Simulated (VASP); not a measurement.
# Bi4F (P-43m) in VASP: notebook, part 2 of 2

VASP 6.6.1. Earlier steps stand in the parts before.

## (5) Relaxation of cell and atoms, PBE

Input file INCAR:

```
SYSTEM = Bi4F
PREC     = Accurate       ! precision mode
ENCUT    = 600            ! plane-wave cutoff, eV
EDIFF    = 1E-7           ! SCF threshold, eV
ISMEAR   = 0              ! smearing method
SIGMA    = 0.1            ! smearing width, eV
LREAL    = .FALSE.        ! projectors in reciprocal space
LASPH    = .TRUE.         ! aspherical terms in the spheres
NELM     = 60             ! most SCF steps
ALGO     = Normal         ! electronic algorithm
ISIF     = 3              ! what is computed and relaxed
LWAVE    = .FALSE.        ! write WAVECAR
LCHARG   = .FALSE.        ! write CHGCAR
GGA      = PE             ! functional
IBRION   = 2              ! ionic algorithm
NSW      = 90             ! ionic steps
EDIFFG   = -0.04          ! ionic threshold
```

Input file KPOINTS:

```
regular mesh
0
G
  4 4 4
  0 0 0
```

Input file POSCAR:

```
Bi4F
1.0
    5.2923377100      0.0000000000      0.0000000000
    0.0000000000      5.2923377100      0.0000000000
    0.0000000000      0.0000000000      5.2923377100
Bi F
4 1
Direct
    0.2500000000      0.2500000000      0.2500000000
    0.7500000000      0.7500000000      0.2500000000
    0.2500000000      0.7500000000      0.7500000000
    0.7500000000      0.2500000000      0.7500000000
    0.0000000000      0.0000000000      0.0000000000
```

Potentials or basis: VASP PAW PBE potentials, release 64 (Bi_d, F).

Launch:

```console
> cat potpaw_PBE.64/Bi_d/POTCAR potpaw_PBE.64/F/POTCAR > POTCAR
> mpirun -np 1 vasp_std > vasp.out
```

OUTCAR:

```text
SYSTEM = Bi4F
   PREC = Accurate
   ENCUT = 600
   EDIFF = 1E-7
   ISMEAR = 0
   LREAL = .FALSE.
   LASPH = .TRUE.
   NELM = 60
   ISIF = 3
   GGA = PE
   IBRION = 2
   NSW = 90
   EDIFFG = -0.04

 ion  position               nearest neighbor table
   1  0.250  0.250  0.250-   5 2.29   3 3.74   4 3.74   2 3.74   3 3.74   4 3.74   2 3.74   3 3.74
                             3 3.74   2 3.74   4 3.74   4 3.74   2 3.74
   2  0.750  0.750  0.250-   5 2.29   3 3.74   4 3.74   1 3.74   3 3.74   4 3.74   1 3.74   4 3.74
                             4 3.74   1 3.74   3 3.74   3 3.74   1 3.74
   3  0.250  0.750  0.750-   5 2.29   2 3.74   4 3.74   1 3.74   1 3.74   2 3.74   1 3.74   4 3.74
                             1 3.74   2 3.74   4 3.74   2 3.74   4 3.74
   4  0.750  0.250  0.750-   5 2.29   2 3.74   3 3.74   1 3.74   1 3.74   2 3.74   2 3.74   3 3.74
                             2 3.74   1 3.74   3 3.74   1 3.74   3 3.74
   5  0.000  0.000  0.000-   1 2.29   2 2.29   3 2.29   4 2.29

  LATTYP: Found a simple cubic cell.
 ALAT       =     5.2923377100

  Lattice vectors:

 A1 = (   5.2923377100,   0.0000000000,   0.0000000000)
 A2 = (   0.0000000000,   5.2923377100,   0.0000000000)
 A3 = (   0.0000000000,   0.0000000000,   5.2923377100)

Analysis of symmetry for initial positions (statically):
=====================================================================
 Subroutine PRICEL returns:
 Original cell was already a primitive cell.

 Routine SETGRP: Setting up the symmetry group for a
 simple cubic supercell.

 Subroutine GETGRP returns: Found 24 space group operations
 (whereof 24 operations were pure point group operations)
 out of a pool of 48 trial point group operations.

The static configuration has the point symmetry T_d .

Analysis of symmetry for dynamics (positions and initial velocities):
=====================================================================
 Subroutine PRICEL returns:
 Original cell was already a primitive cell.

 Routine SETGRP: Setting up the symmetry group for a
 simple cubic supercell.

 Subroutine GETGRP returns: Found 24 space group operations
[... 119 lines left out ...]
   GGA     = PE    functional components
   LHFCALC =     F    Hartree Fock is set to
   AEXX    =    0.0000 exact exchange contribution
   IVDW    =     0    specifies the selected vdW correction
   LEPSILON=     F    determine dielectric tensor
   LRPA    =     F    only Hartree local field effects (RPA)
 conjugate gradient relaxation of ions
 non-spin polarized calculation
 Gauss-broadening in eV      SIGMA  =   0.10
  energy-cutoff  :      600.00
  volume of cell :      148.23
 maximum number of plane-waves:      4972
   NGX = 21   NGY = 21   NGZ = 21

--------------------------------------- Ionic step        1  -------------------------------------------

 number of electron      67.0000058 magnetization

 Free energy of the ion-electron system (eV)
  ---------------------------------------------------
  ext. energy  EPLUGINS =         0.00000000
  ---------------------------------------------------
  free energy    TOTEN  =       -17.70257181 eV

  energy without entropy =      -17.68308265  energy(sigma->0) =      -17.69282723

------------------------ aborting loop because EDIFF is reached ----------------------------------------

  FORCE on cell =-STRESS in cart. coord.  units (eV):
  Direction    XX          YY          ZZ          XY          YZ          ZX
  --------------------------------------------------------------------------------------
  -------------------------------------------------------------------------------------
  Total        2.1337707      2.1337707      2.1337707     -0.0000000     -0.0000000      0.0000000
  in kB       23.0629938     23.0629938     23.0629938     -0.0000000     -0.0000000      0.0000000
  external PRESSURE =      23.0629938 kB  Pullay stress =       0.0000000 kB
[... 104 lines left out ...]
--------------------------------------- Ionic step        4  -------------------------------------------

 number of electron      67.0000006 magnetization

 E-fermi :   4.9199     XC(G=0):  -9.1230

 val. band max:        4.8920064574   @ k =   0.2500   0.2500   0.0000
 cond. band min:       5.0008557845   @ k =   0.2500   0.0000   0.0000
 fundamental gap:      0.1088493271
 Fermi energy:         4.9198584727

 k-point     1 :       0.0000    0.0000    0.0000
  band No.  band energies     occupation
      1     -18.3297      2.00000
      2     -18.0596      2.00000
      3     -18.0596      2.00000
      4     -18.0541      2.00000
      5     -18.0541      2.00000
      6     -18.0541      2.00000
[... 613 lines left out ...]
--------------------------------------- Ionic step        9  -------------------------------------------

 number of electron      67.0000018 magnetization

 Free energy of the ion-electron system (eV)
  ---------------------------------------------------
  ext. energy  EPLUGINS =         0.00000000
  ---------------------------------------------------
  free energy    TOTEN  =       -19.12129379 eV

  energy without entropy =      -19.11198547  energy(sigma->0) =      -19.11663963

 E-fermi :   6.1137     XC(G=0):  -9.6780

 val. band max:        6.0676170763   @ k =   0.2500   0.2500   0.0000
 cond. band min:       6.2618929272   @ k =   0.2500   0.0000   0.0000
 fundamental gap:      0.1942758510
 Fermi energy:         6.1136711350

 k-point     1 :       0.0000    0.0000    0.0000
  band No.  band energies     occupation
      1     -17.2931      2.00000
      2     -16.7980      2.00000
      3     -16.7980      2.00000
      4     -16.7829      2.00000
      5     -16.7829      2.00000
      6     -16.7829      2.00000
[... 451 lines left out ...]
  FREE ENERGIE OF THE ION-ELECTRON SYSTEM (eV)
  ---------------------------------------------------
  free  energy   TOTEN  =       -19.1212937876 eV

  energy  without entropy=      -19.1119854675  energy(sigma->0) =      -19.11663963

 reached required accuracy - stopping structural energy minimisation
```

OSZICAR:

```text
N       E                     dE             d eps       ncg     rms          rms(c)
DAV:   1     0.860512988796E+03    0.86051E+03   -0.36673E+04   800   0.221E+03
DAV:   2     0.913882495971E+02   -0.76912E+03   -0.75575E+03   800   0.613E+02
DAV:   3    -0.132957837282E+02   -0.10468E+03   -0.10299E+03   992   0.225E+02
[... 120 lines left out ...]
DAV:   8    -0.191212946756E+02    0.52538E-05   -0.25000E-05  1120   0.296E-02    0.468E-03
DAV:   9    -0.191212944585E+02    0.21708E-06   -0.41326E-06   816   0.111E-02    0.403E-03
DAV:  10    -0.191212938942E+02    0.56433E-06   -0.64468E-07   600   0.567E-03    0.751E-04
DAV:  11    -0.191212937630E+02    0.13123E-06   -0.25912E-07   728   0.243E-03    0.576E-04
DAV:  12    -0.191212937876E+02   -0.24665E-07   -0.14957E-08   400   0.913E-04
   9 F= -.19121294E+02 E0= -.19116640E+02  d E =-.302284E-01
```

It took 4.3 min on 1 thread of Intel Xeon 6975P-C (Granite Rapids), shared host; peak memory 0.29 GiB.

Results:

- Free energy: -19.1213 eV
- Relaxed volume: 29.71 Å³/atom
- Relaxed cell: a = 5.296 Å, b = 5.296 Å, c = 5.296 Å, α = 90.00°, β = 90.00°, γ = 90.00°
- Space group after relaxing (to 0.05 Å): P-43m (No. 215)
- Energy gained by relaxing: 283.7 meV/atom
- Ionic steps: 9
- Pressure after relaxing: -0.1 GPa

Step by step:
```
step  energy change (eV)  largest force (eV/Å)  pressure (GPa)  volume (Å³)
   1              0.0000                2.6135            2.31       148.23
   2             -0.8629                1.1254           -2.85       157.58
   3             -0.9689                0.8240           -3.95       161.17
   4             -1.0036                0.5352           -5.10       168.51
   5             -1.2634                0.7689            3.09       145.93
   6             -1.3884                0.1570           -0.74       153.21
   7             -1.3885                0.1758           -0.61       152.91
   8             -1.4058                0.1399           -0.49       151.24
   9             -1.4187                0.0240           -0.10       148.56
```

Final structure:
```cif
data_structure
_symmetry_space_group_name_H-M 'P 1'
_symmetry_Int_Tables_number 1
_cell_length_a 5.2962
_cell_length_b 5.2962
_cell_length_c 5.2962
_cell_angle_alpha 90.000
_cell_angle_beta 90.000
_cell_angle_gamma 90.000
_cell_volume 148.56
loop_
_atom_site_label
_atom_site_type_symbol
_atom_site_fract_x
_atom_site_fract_y
_atom_site_fract_z
_atom_site_occupancy
Bi1 Bi 0.28300 0.28300 0.28300 1
Bi2 Bi 0.71700 0.71700 0.28300 1
Bi3 Bi 0.28300 0.71700 0.71700 1
Bi4 Bi 0.71700 0.28300 0.71700 1
F1 F 0.00000 0.00000 0.00000 1
```

Caveat: spin-orbit coupling is left out, which moves the levels of the heavy elements; an odd number of electrons without spin polarisation forces a metal; a magnetic or distorted state may lie lower.

## (6) Single point, PBE

This run uses another cell than the first one: it holds 10 atoms, not 5.

Input file INCAR:

```
SYSTEM = Bi4F
PREC = Accurate
ENCUT = 520
EDIFF = 1E-7
ISMEAR = 0
SIGMA = 0.2
LREAL = .FALSE.
LASPH = .TRUE.
NELM = 60
ALGO = Normal
ISIF = 2
LWAVE = .FALSE.
LCHARG = .FALSE.
GGA = PE
NBANDS = 78
```

Input file KPOINTS:

```
regular mesh
0
G
  4 4 2
  0 0 0
```

Input file POSCAR:

```
Bi4F
1.0
   -5.3114489543      0.0000000000      0.0000000000
    0.0000000000      0.0000000000     -5.3114489543
    0.0000000000    -10.6228979087      0.0000000000
Bi F
8 2
Direct
    0.7147636954      0.7147636954      0.8573818477
    0.7147636954      0.7147636954      0.3573818477
    0.2852363046      0.7147636954      0.6426181523
    0.2852363046      0.7147636954      0.1426181523
    0.7147636954      0.2852363046      0.6426181523
    0.7147636954      0.2852363046      0.1426181523
    0.2852363046      0.2852363046      0.8573818477
    0.2852363046      0.2852363046      0.3573818477
    1.0000000000      1.0000000000      0.5000000000
    1.0000000000      1.0000000000      1.0000000000
```

Potentials or basis: VASP PAW PBE potentials, release 64 (Bi_d, F).

Launch:

```console
> cat potpaw_PBE.64/Bi_d/POTCAR potpaw_PBE.64/F/POTCAR > POTCAR
> mpirun -np 1 vasp_std > vasp.out
```

It took 2.9 min on 1 thread of Intel Xeon 6975P-C (Granite Rapids), shared host; peak memory 0.46 GiB.

It converged, with:

| Item | Value |
| --- | --- |
| Free energy | -38.2631 eV |
| Pressure | -0.2 GPa |
| Largest force | 0.079 eV/Å |
| Band gap on the k mesh | zero (band 67 reaches 7.66 eV, above the bottom of band 68 at 5.53 eV) |

Forces on the atoms (eV/Å):
```
Bi  -0.046 -0.046 -0.046
Bi  -0.046 -0.046 -0.046
Bi   0.046  0.046 -0.046
Bi   0.046  0.046 -0.046
Bi  -0.046  0.046  0.046
Bi  -0.046  0.046  0.046
Bi   0.046 -0.046  0.046
Bi   0.046 -0.046  0.046
F    0.000  0.000  0.000
F    0.000  0.000  0.000
```

Levels at points of the mesh, in eV from the Fermi level:
| k point | band 64 | band 65 | band 66 | band 67 | band 68 | band 69 | band 70 | band 71 |
| --- | --- | --- | --- | --- | --- | --- | --- | --- |
| (0.00, 0.00, 0.00) | -0.81 | -0.81 | -0.25 | 0.57 | 0.57 | 0.57 | 0.82 | 0.82 |
| (0.50, 0.00, 0.00) | -1.09 | -0.81 | -0.81 | -0.48 | -0.25 | 0.29 | 0.29 | 0.91 |
| (0.50, 0.50, 0.00) | -2.04 | -0.48 | 0.29 | 0.29 | 1.70 | 2.17 | 2.17 | 2.42 |
| (0.00, 0.00, 0.50) | -0.38 | -0.38 | -0.38 | -0.14 | -0.14 | 0.09 | 0.09 | 1.47 |
| (0.50, 0.00, 0.50) | -1.78 | -0.70 | -0.70 | -0.23 | -0.23 | 0.40 | 0.40 | 1.05 |
| (0.50, 0.50, 0.50) | -1.56 | 0.25 | 0.25 | 1.64 | 1.64 | 1.64 | 1.64 | 1.90 |

Caveat: spin-orbit coupling is left out, which moves the levels of the heavy elements.

## (7) Summary

```csv
task,cell,k mesh,cutoff (eV),smearing,gap on the mesh (eV),pressure (GPa),largest force (eV/Å)
single point,"a = 5.292 Å, 5 atoms",4 × 4 × 4,520,gaussian 0.1 eV,none,0.0,0.01
single point,"a = 5.311 Å, 5 atoms",8 × 8 × 8,520,gaussian 0.1 eV,none,-0.1,-
relaxation of cell and atoms,"relaxed from a = 5.292 Å, 5 atoms",4 × 4 × 4,600,gaussian 0.1 eV,none,-0.1,-
single point,"a = 5.311, b = 5.311, c = 10.623 Å, 10 atoms",4 × 4 × 2,520,gaussian 0.2 eV,none,-0.2,0.08
```

Some of these runs hold the atoms at other places in the same cell, which the table doesn't show; runs alike in all that it shows share one row.

Alike in all rows: level PBE; potentials or basis VASP PAW PBE potentials, release 64 (Bi_d, F); no spin polarisation.

Caveats: spin-orbit coupling is left out, which moves the levels of the heavy elements; an odd number of electrons without spin polarisation forces a metal (some runs); a magnetic or distorted state may lie lower (some runs).

Absolute energies hang on the potentials; compare differences alone.
